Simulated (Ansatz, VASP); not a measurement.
CdSe: VASP beside Ansatz

```xyz
2
Lattice="0.0000 2.7372 3.0413 3.0413 0.0000 3.0413 3.0413 2.7372 0.0000" Properties=species:S:1:pos:R:3 pbc="T T T"
Cd    0.0000    0.0000    0.0000
Se    4.5620    4.1058    4.5620
```

Change from the starting cell: engineering shear strain xz +0.0000, normal strain along z -0.1000.

Alike in both runs: task single point; functional PBEsol; k mesh 10 × 10 × 10; occupations gaussian, width 0.05 eV; no spin polarisation.

|  | VASP | Ansatz |
| --- | --- | --- |
| version | VASP 6.6.1 | Ansatz 0.2.0 |
| potentials or method | VASP PAW PBE potentials, release 64 (Cd, Se), cutoff 520 eV | scalar-relativistic, plane waves, PAW |
| valence electrons in the cell | 18 | 36 |

Ansatz gave:

```
gap on the k mesh at the Fermi level (eV)                     : 0.48
least direct gap on the mesh (eV)                             : 0.48
pressure (GPa)                                                : 6.6
traceless stress, the component that is largest in VASP (GPa) : 0.42
```

Task: Which values does VASP return?

Result: gap on the k mesh at the Fermi level (eV): 0.49; least direct gap on the mesh (eV): 0.49; pressure (GPa): 7.1; traceless stress, the component that is largest in VASP (GPa): 0.38.

VASP's potentials were made for PBE, not for PBEsol. VASP's potentials hold 18 valence electrons a cell and Ansatz's 36, so a difference there can come from the potentials and not from the codes.
